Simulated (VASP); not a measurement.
# Li2HfN2 (P-3m1) in VASP: further runs

The runs below take Li2HfN2 through single point, with LDA.

All numbers are computed with VASP 6.6.1; they aren't measurements. Logs are shortened: lines on timing, memory, paths and dates and some standing lists are left out, and cuts for length are marked.

## 1. The cell of the first run

The structure is trigonal, space group P-3m1 (No. 164). Conventional cell: a = 3.237 Å, b = 3.237 Å, c = 5.641 Å, α = 90.00°, β = 90.00°, γ = 120.00°. Within 2.9 Å of Li (site symmetry 3m) lie 4 N at 2.08 to 2.24 Å and 3 Li at 2.29 Å and 3 Hf at 2.86 Å. Hf (site symmetry -3m) has 6 N at 2.25 Å and 6 Li at 2.86 Å within 3.0 Å. N (site symmetry 3m) has 4 Li at 2.08 to 2.24 Å and 3 Hf at 2.25 Å within 2.8 Å.

## 2. Single point, LDA (strain +0.000 along x and y, +0.040 along z)

Input file INCAR:

```
PREC = Accurate
ENCUT = 750
EDIFF = 1E-6
ISMEAR = 0
SIGMA = 0.05
LREAL = F
LASPH = T
NELM = 120
ALGO = Normal
ISIF = 2
LWAVE = F
LCHARG = F
GGA = CA
NBANDS = 21
GGA_COMPAT = F
```

Input file KPOINTS:

```
regular mesh
0
Gamma
  9 9 6
```

Input file POSCAR:

```
Li2HfN2
1.0
    3.2371209533      0.0000000000      0.0000000000
   -1.6185604767      2.8034289807      0.0000000000
    0.0000000000      0.0000000000      5.6405389872
Li Hf N
2 1 2
Direct
    0.6666666667      0.3333333333      0.3827885700
    0.3333333333      0.6666666667      0.6172114300
    0.0000000000      0.0000000000      0.0000000000
    0.6666666667      0.3333333333      0.7793848600
    0.3333333333      0.6666666667      0.2206151400
```

Potentials or basis: VASP PAW LDA potentials, release 64 (Li_sv, Hf_pv, N).

Command:

```bash
$ cat potpaw_LDA.64/Li_sv/POTCAR potpaw_LDA.64/Hf_pv/POTCAR potpaw_LDA.64/N/POTCAR > POTCAR
$ mpirun -np 1 vasp_std > vasp.out
```

OUTCAR:

```text
PREC = Accurate
   ENCUT = 750
   EDIFF = 1E-6
   ISMEAR = 0
   LREAL = F
   LASPH = T
   NELM = 120
   ISIF = 2
   GGA = CA

 ion  position               nearest neighbor table
   1  0.667  0.333  0.383-   5 2.08   5 2.08   5 2.08   2 2.29   2 2.29   2 2.29   3 2.86   3 2.86
                             3 2.86
   2  0.333  0.667  0.617-   4 2.08   4 2.08   4 2.08   1 2.29   1 2.29   1 2.29   3 2.86   3 2.86
                             3 2.86
   3  0.000  0.000  0.000-   4 2.25   5 2.25   4 2.25   5 2.25   4 2.25   5 2.25   1 2.86   2 2.86
                             2 2.86   1 2.86   1 2.86   2 2.86
   4  0.667  0.333  0.779-   2 2.08   2 2.08   2 2.08   3 2.25   3 2.25   3 2.25
   5  0.333  0.667  0.221-   1 2.08   1 2.08   1 2.08   3 2.25   3 2.25   3 2.25

  LATTYP: Found a hexagonal cell.
 ALAT       =     3.2371209533
 C/A-ratio  =     1.7424554314

  Lattice vectors:

 A1 = (   3.2371209533,   0.0000000000,   0.0000000000)
 A2 = (  -1.6185604767,   2.8034289807,   0.0000000000)
 A3 = (   0.0000000000,   0.0000000000,   5.6405389872)

Analysis of symmetry for initial positions (statically):
=====================================================================
 Subroutine PRICEL returns:
 Original cell was already a primitive cell.

 Routine SETGRP: Setting up the symmetry group for a
 hexagonal supercell.

 Subroutine GETGRP returns: Found 12 space group operations
 (whereof 12 operations were pure point group operations)
 out of a pool of 24 trial point group operations.

The static configuration has the point symmetry D_3d.

Analysis of symmetry for dynamics (positions and initial velocities):
=====================================================================
 Subroutine PRICEL returns:
 Original cell was already a primitive cell.

 Routine SETGRP: Setting up the symmetry group for a
 hexagonal supercell.

 Subroutine GETGRP returns: Found 12 space group operations
 (whereof 12 operations were pure point group operations)
 out of a pool of 24 trial point group operations.

The dynamic configuration has the point symmetry D_3d.

 Subroutine INISYM returns: Found 12 space group operations
 (whereof 12 operations are pure point group operations),
 and found     1 'primitive' translations

----------------------------------------------------------------------------------------

                                     Primitive cell

  volume of cell :      51.1881

  direct lattice vectors                    reciprocal lattice vectors
     3.237120953  0.000000000  0.000000000     0.308916477  0.178353011  0.000000000
    -1.618560477  2.803428981  0.000000000     0.000000000  0.356706022  0.000000000
     0.000000000  0.000000000  5.640538987     0.000000000  0.000000000  0.177288022

  length of vectors
     3.237120953  3.237120953  5.640538987     0.356706022  0.356706022  0.177288022

  position of ions in fractional coordinates (direct lattice)
     0.666666667  0.333333333  0.382788570
     0.333333333  0.666666667  0.617211430
     0.000000000  0.000000000  0.000000000
     0.666666667  0.333333333  0.779384860
     0.333333333  0.666666667  0.220615140

  ion indices of the primitive-cell ions
   primitive index   ion index
                 1           1
                 2           2
                 3           3
                 4           4
                 5           5

----------------------------------------------------------------------------------------

 KPOINTS: regular mesh

Automatic generation of k-mesh.
 Grid dimensions read from file:
 generate k-points for:    9    9    6

 Generating k-lattice:

  Cartesian coordinates                     Fractional coordinates (reciprocal lattice)
     0.034324053  0.019817001  0.000000000     0.111111111  0.000000000  0.000000000
     0.000000000  0.039634002  0.000000000     0.000000000  0.111111111  0.000000000
     0.000000000  0.000000000  0.029548004     0.000000000  0.000000000  0.166666667

  Length of vectors
     0.039634002  0.039634002  0.029548004

[... 44 lines left out ...]
   LRPA    =     F    only Hartree local field effects (RPA)
 non-spin polarized calculation
 Gauss-broadening in eV      SIGMA  =   0.05
  energy-cutoff  :      750.00
  volume of cell :       51.19
 maximum number of plane-waves:      2402
 NGX is ok and might be reduce to    30
   NGX = 15   NGY = 15   NGZ = 25

 number of electron      26.0000006 magnetization

 Free energy of the ion-electron system (eV)
  ---------------------------------------------------
  ext. energy  EPLUGINS =         0.00000000
  ---------------------------------------------------
  free energy    TOTEN  =       -39.75017221 eV

  energy without entropy =      -39.75017221  energy(sigma->0) =      -39.75017221

 E-fermi :   4.2566     XC(G=0): -11.2503

 val. band max:        3.9980325166   @ k =   0.0000   0.0000   0.0000
 cond. band min:       5.6155613891   @ k =   0.4444   0.0000   0.5000
 fundamental gap:      1.6175288725
 Fermi energy:         4.2566025626

 k-point     1 :       0.0000    0.0000    0.0000
  band No.  band energies     occupation
      1     -39.5415      2.00000
      2     -39.3524      2.00000
      3     -25.7774      2.00000
      4     -25.4035      2.00000
      5     -25.4035      2.00000
      6      -9.7646      2.00000
[... 13 lines left out ...]
     20      11.5225      0.00000
     21      12.3110      0.00000

 k-point     2 :       0.1111    0.0000    0.0000
  band No.  band energies     occupation
      1     -39.5353      2.00000
      2     -39.3563      2.00000
      3     -25.7622      2.00000
      4     -25.4815      2.00000
      5     -25.4199      2.00000
      6      -9.5802      2.00000
[... 13 lines left out ...]
     20      12.2281      0.00000
     21      12.5670      0.00000

 k-point     3 :       0.2222    0.0000    0.0000
  band No.  band energies     occupation
      1     -39.5179      2.00000
      2     -39.3675      2.00000
      3     -25.7247      2.00000
      4     -25.6720      2.00000
      5     -25.4613      2.00000
      6      -9.1202      2.00000
[... 13 lines left out ...]
     20      12.4414      0.00000
     21      13.9100      0.00000
[... 457 lines left out ...]
 k-point    23 :       0.2222    0.1111    0.1667
  band No.  band energies     occupation
      1     -39.5024      2.00000
      2     -39.3783      2.00000
      3     -25.7936      2.00000
      4     -25.6931      2.00000
      5     -25.5160      2.00000
      6      -8.7536      2.00000
[... 13 lines left out ...]
     20      13.2683      0.00000
     21      14.1069      0.00000

 k-point    24 :      -0.1111    0.3333    0.1667
  band No.  band energies     occupation
      1     -39.5025      2.00000
      2     -39.3783      2.00000
      3     -25.7936      2.00000
      4     -25.6931      2.00000
      5     -25.5160      2.00000
      6      -8.7709      2.00000
[... 13 lines left out ...]
     20      12.4619      0.00000
     21      14.3941      0.00000

 [... further k-points ...]
[... 5 lines left out ...]
  --------------------------------------------------------------------------------------
  -------------------------------------------------------------------------------------
  Total       -3.1611670     -3.1611670     -5.3869457      0.0000000     -0.0000000     -0.0000000
  in kB      -98.9438801    -98.9438801   -168.6102949      0.0000000     -0.0000000     -0.0000000
  external PRESSURE =    -122.1660184 kB  Pullay stress =       0.0000000 kB

 VOLUME and BASIS-vectors are now :
 -----------------------------------------------------------------------------
  energy-cutoff  :      750.00
  volume of cell :       51.19
      direct lattice vectors                 reciprocal lattice vectors
     3.237120953  0.000000000  0.000000000     0.308916477  0.178353011  0.000000000
    -1.618560477  2.803428981  0.000000000     0.000000000  0.356706022  0.000000000
     0.000000000  0.000000000  5.640538987     0.000000000  0.000000000  0.177288022

 POSITION                                       TOTAL-FORCE (eV/Angst)
 -----------------------------------------------------------------------------------
      1.61856      0.93448      2.15913         0.000000     -0.000000     -0.343825
     -0.00000      1.86895      3.48141        -0.000000      0.000000      0.343825
      0.00000      0.00000      0.00000         0.000000     -0.000000      0.000000
      1.61856      0.93448      4.39615        -0.000000      0.000000      0.619890
     -0.00000      1.86895      1.24439         0.000000     -0.000000     -0.619890
 -----------------------------------------------------------------------------------
    total drift:                                0.000000      0.000000      0.000000

  FREE ENERGIE OF THE ION-ELECTRON SYSTEM (eV)
  ---------------------------------------------------
  free  energy   TOTEN  =       -39.7501722063 eV

  energy  without entropy=      -39.7501722063  energy(sigma->0) =      -39.75017221
```

Run time: 61 s. Hardware: 1 thread of Intel Xeon 6975P-C (Granite Rapids), shared host; peak memory 0.24 GiB.

What came out:

* Free energy: -39.7502 eV
* Pressure: -12.2 GPa
* Largest force: 0.620 eV/Å
* Band gap on the k mesh: 1.62 eV (least direct gap 2.42 eV)

Forces on the atoms (eV/Å):
```
Li   0.000  0.000 -0.344
Li   0.000  0.000  0.344
Hf   0.000  0.000  0.000
N    0.000  0.000  0.620
N    0.000  0.000 -0.620
```

Stress tensor (GPa, compression positive):
```
 -9.89   0.00   0.00
  0.00  -9.89   0.00
  0.00   0.00 -16.86
```

Levels at points of the mesh, in eV from the valence-band top:
```csv
k point,band 9,band 10,band 11,band 12,band 13,band 14,band 15,band 16,band 17,band 18
"(0.00, 0.00, 0.00)",-2.65,-2.65,-0.56,0.00,0.00,3.33,3.34,3.34,4.34,7.07
"(0.00, 0.00, 0.50)",-2.59,-2.59,-2.17,-0.16,-0.16,3.28,3.28,4.09,5.82,6.60
```

Caveat: the cell differs from its parent crystal (strain +0.000 along x and y, +0.040 along z); the cell stands under tension; spin-orbit coupling is left out, which moves the levels of the heavy elements; an odd mesh through Γ misses points on the zone boundary, where band edges can lie.

## 3. Single point, LDA (strain +0.040 along x and y, -0.040 along z)

Input file INCAR:

```
PREC = Accurate
ENCUT = 750
EDIFF = 1E-6
ISMEAR = 0
SIGMA = 0.05
LREAL = False
LASPH = True
NELM = 120
ALGO = Normal
ISIF = 2
LWAVE = False
LCHARG = False
NBANDS = 21
GGA_COMPAT = False
```

Input file KPOINTS:

```
Automatic mesh
0
Gamma
  9 9 6
```

Changes to POSCAR since step 2:

```diff
@@ -2,5 +2,5 @@
 1.0
-    3.2371209533      0.0000000000      0.0000000000
-   -1.6185604767      2.8034289807      0.0000000000
-    0.0000000000      0.0000000000      5.6405389872
+    3.3666057914      0.0000000000      0.0000000000
+   -1.6833028957      2.9155661399      0.0000000000
+    0.0000000000      0.0000000000      5.2066513728
 Li Hf N
```

Potentials or basis: VASP PAW LDA potentials, release 64 (Li_sv, Hf_pv, N).

Command:

```bash
$ cat potpaw_LDA.64/Li_sv/POTCAR potpaw_LDA.64/Hf_pv/POTCAR potpaw_LDA.64/N/POTCAR > POTCAR
$ mpirun -np 1 vasp_std > vasp.out
```

Run time: 47 s. Hardware: 1 thread of Intel Xeon 6975P-C (Granite Rapids), shared host; peak memory 0.24 GiB.

It converged, with:

- Free energy: -39.5972 eV
- Pressure: -14.3 GPa
- Largest force: 0.288 eV/Å
- Band gap on the k mesh: 2.08 eV (least direct gap 2.72 eV)

Forces in eV/Å, atoms in the order of the input:
```
Li   0.000  0.000  0.101
Li   0.000  0.000 -0.101
Hf   0.000  0.000  0.000
N    0.000  0.000  0.288
N    0.000  0.000 -0.288
```

Stress tensor (GPa, compression positive):
```
-20.48   0.00   0.00
  0.00 -20.48   0.00
  0.00   0.00  -1.87
```

Levels at points of the mesh, in eV from the valence-band top:
| k point | band 10 | band 11 | band 12 | band 13 | band 14 | band 15 | band 16 | band 17 |
| --- | --- | --- | --- | --- | --- | --- | --- | --- |
| (0.00, 0.00, 0.00) | -2.94 | -0.13 | 0.00 | 0.00 | 3.16 | 3.16 | 3.54 | 5.30 |
| (0.00, 0.00, 0.50) | -2.83 | -1.73 | -0.27 | -0.27 | 3.02 | 3.02 | 4.03 | 6.54 |

Caveat: the cell differs from its parent crystal (strain +0.040 along x and y, -0.040 along z); the cell stands under tension; spin-orbit coupling is left out, which moves the levels of the heavy elements; an odd mesh through Γ misses points on the zone boundary, where band edges can lie.

## 4. Single point, LDA (strain +0.080 along x and y, -0.080 along z)

Input file INCAR:

```
SYSTEM = Li2HfN2
PREC     = Accurate       ! precision mode
ENCUT    = 750            ! plane-wave cutoff, eV
EDIFF    = 1E-6           ! SCF threshold, eV
ISMEAR   = 0              ! smearing method
SIGMA    = 0.05           ! smearing width, eV
LREAL    = .FALSE.        ! projectors in reciprocal space
LASPH    = .TRUE.         ! aspherical terms in the spheres
NELM     = 120            ! most SCF steps
ALGO     = Normal         ! electronic algorithm
ISIF     = 2              ! what is computed and relaxed
LWAVE    = .FALSE.        ! write WAVECAR
LCHARG   = .FALSE.        ! write CHGCAR
GGA      = CA             ! functional
NBANDS   = 21             ! bands
GGA_COMPAT= .FALSE.
```

Input file KPOINTS:

```
regular mesh
0
G
  9 9 6
  0 0 0
```

Changes to POSCAR since step 3:

```diff
@@ -2,5 +2,5 @@
 1.0
-    3.3666057914      0.0000000000      0.0000000000
-   -1.6833028957      2.9155661399      0.0000000000
-    0.0000000000      0.0000000000      5.2066513728
+    3.4960906296      0.0000000000      0.0000000000
+   -1.7480453148      3.0277032991      0.0000000000
+    0.0000000000      0.0000000000      4.9897075656
 Li Hf N
```

Command:

```bash
$ cat potpaw_LDA.64/Li_sv/POTCAR potpaw_LDA.64/Hf_pv/POTCAR potpaw_LDA.64/N/POTCAR > POTCAR
$ mpirun -np 1 vasp_std > vasp.out
```

Wall time 43 s (1 thread of Intel Xeon 6975P-C (Granite Rapids), shared host); peak memory 0.25 GiB.

The run converged. Its results:

- Free energy: -38.9739 eV
- Pressure: -19.2 GPa
- Largest force: 0.534 eV/Å
- Band gap on the k mesh: 2.06 eV (least direct gap 2.58 eV)

Forces in eV/Å, atoms in the order of the input:
```
Li   0.000  0.000  0.120
Li   0.000  0.000 -0.120
Hf   0.000  0.000  0.000
N    0.000  0.000  0.534
N    0.000  0.000 -0.534
```

Stress tensor (GPa, compression positive):
```
-29.90   0.00   0.00
  0.00 -29.90   0.00
  0.00   0.00   2.17
```

Levels at points of the mesh, in eV from the valence-band top:
| k point | band 11 | band 12 | band 13 | band 14 | band 15 | band 16 |
| --- | --- | --- | --- | --- | --- | --- |
| (0.00, 0.00, 0.00) | -0.05 | -0.05 | 0.00 | 2.82 | 2.82 | 2.84 |
| (0.00, 0.00, 0.50) | -1.54 | -0.40 | -0.40 | 2.62 | 2.62 | 3.61 |

Caveat: the cell differs from its parent crystal (strain +0.080 along x and y, -0.080 along z); the cell stands under tension; spin-orbit coupling is left out, which moves the levels of the heavy elements; an odd mesh through Γ misses points on the zone boundary, where band edges can lie.

## 5. Single point, LDA (strain +0.000 along x and y, +0.080 along z)

Input file INCAR:

```
PREC     = Accurate       # precision mode
ENCUT    = 750            # plane-wave cutoff, eV
EDIFF    = 1E-6           # SCF threshold, eV
ISMEAR   = 0              # smearing method
SIGMA    = 0.05           # smearing width, eV
LREAL    = F              # projectors in reciprocal space
LASPH    = T              # aspherical terms in the spheres
NELM     = 120            # most SCF steps
ALGO     = Normal         # electronic algorithm
ISIF     = 2              # what is computed and relaxed
LWAVE    = F              # write WAVECAR
LCHARG   = T              # write CHGCAR
LELF     = T              # ELF
LVHAR    = T            
NBANDS   = 21             # bands
GGA_COMPAT= F
```

Input file KPOINTS:

```
regular mesh
0
Gamma
  9 9 6
```

Changes to POSCAR since step 4:

```diff
@@ -2,5 +2,5 @@
 1.0
-    3.4960906296      0.0000000000      0.0000000000
-   -1.7480453148      3.0277032991      0.0000000000
-    0.0000000000      0.0000000000      4.9897075656
+    3.2371209533      0.0000000000      0.0000000000
+   -1.6185604767      2.8034289807      0.0000000000
+    0.0000000000      0.0000000000      5.8574827944
 Li Hf N
```

Command:

```bash
$ cat potpaw_LDA.64/Li_sv/POTCAR potpaw_LDA.64/Hf_pv/POTCAR potpaw_LDA.64/N/POTCAR > POTCAR
$ mpirun -np 1 vasp_std > vasp.out
```

Wall time 76 s (1 thread of Intel Xeon 6975P-C (Granite Rapids), shared host); peak memory 0.25 GiB.

Results (log left out):

- Free energy: -39.4881 eV
- Pressure: -16.4 GPa
- Largest force: 1.078 eV/Å
- Band gap on the k mesh: 1.40 eV (least direct gap 2.19 eV)

Forces in eV/Å, atoms in the order of the input:
```
Li   0.000  0.000 -0.624
Li   0.000  0.000  0.624
Hf   0.000  0.000  0.000
N    0.000  0.000  1.078
N    0.000  0.000 -1.078
```

Stress tensor (GPa, compression positive):
```
-11.56   0.00   0.00
  0.00 -11.56   0.00
  0.00   0.00 -26.05
```

Levels at points of the mesh, in eV from the valence-band top:
| k point | band 11 | band 12 | band 13 | band 14 | band 15 | band 16 |
| --- | --- | --- | --- | --- | --- | --- |
| (0.00, 0.00, 0.00) | -0.71 | 0.00 | 0.00 | 2.71 | 3.25 | 3.25 |
| (0.00, 0.00, 0.50) | -2.28 | -0.13 | -0.13 | 3.20 | 3.20 | 3.82 |

Caveat: the cell differs from its parent crystal (strain +0.000 along x and y, +0.080 along z); the cell stands under tension; spin-orbit coupling is left out, which moves the levels of the heavy elements; an odd mesh through Γ misses points on the zone boundary, where band edges can lie; forces of over 1 eV/Å act on the atoms, so gaps and moduli don't describe the material at rest.

## 6. Overview

```csv
cell,gap on the mesh (eV),pressure (GPa),largest force (eV/Å)
"a = 3.237, b = 3.237, c = 5.641 Å, angles 90.0, 90.0, 120.0°, 5 atoms",1.62,-12.2,0.62
"a = 3.367, b = 3.367, c = 5.207 Å, angles 90.0, 90.0, 120.0°, 5 atoms",2.08,-14.3,0.29
"a = 3.496, b = 3.496, c = 4.990 Å, angles 90.0, 90.0, 120.0°, 5 atoms",2.06,-19.2,0.53
"a = 3.237, b = 3.237, c = 5.857 Å, angles 90.0, 90.0, 120.0°, 5 atoms",1.40,-16.4,1.08
```

Alike in all rows: task single point; level LDA; potentials or basis VASP PAW LDA potentials, release 64 (Li_sv, Hf_pv, N); no spin polarisation; k mesh 9 × 9 × 6; cutoff (eV) 750; smearing gaussian 0.05 eV.

Caveats: the cell stands under tension; spin-orbit coupling is left out, which moves the levels of the heavy elements; an odd mesh through Γ misses points on the zone boundary, where band edges can lie; forces of over 1 eV/Å act on the atoms, so gaps and moduli don't describe the material at rest (at least some runs).

Total energies depend on the potentials used, so only differences within one code and one set of settings carry meaning.
